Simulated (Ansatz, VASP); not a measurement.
**One calculation of HgTe, two programs**

```
Hg Te
1.0
     0.00000    3.22350    3.22350
     3.22350    0.00000    3.22350
     3.22350    3.22350    0.00000
Hg Te
1 1
Cartesian
  0.0000 0.0000 0.0000
  1.6117 1.6117 1.6117
```

Alike in both runs: task single point; functional r2SCAN; dispersion rVV10; k mesh 6 × 6 × 6; occupations gaussian, width 0.05 eV; no spin polarisation.

```csv
,VASP,Ansatz
version,VASP 6.6.1,Ansatz 0.2.0
potentials or method,"VASP PAW PBE potentials, release 64 (Hg, Te), cutoff 520 eV","scalar-relativistic, plane waves, PAW"
valence electrons in the cell,18,36
```

|  | VASP | Ansatz | Ansatz less VASP |
| --- | --- | --- | --- |
| gap on the k mesh at the Fermi level (eV) | none | none | - |
| pressure (GPa) | 2.1 | 1.8 | -0.30 |

VASP's potentials were made for PBE, not for r2SCAN. A gap of «none» marks a metal or a gap that the smearing closes. VASP's potentials hold 18 valence electrons a cell and Ansatz's 36, so a difference there can come from the potentials and not from the codes.

Spin-orbit coupling is off throughout.
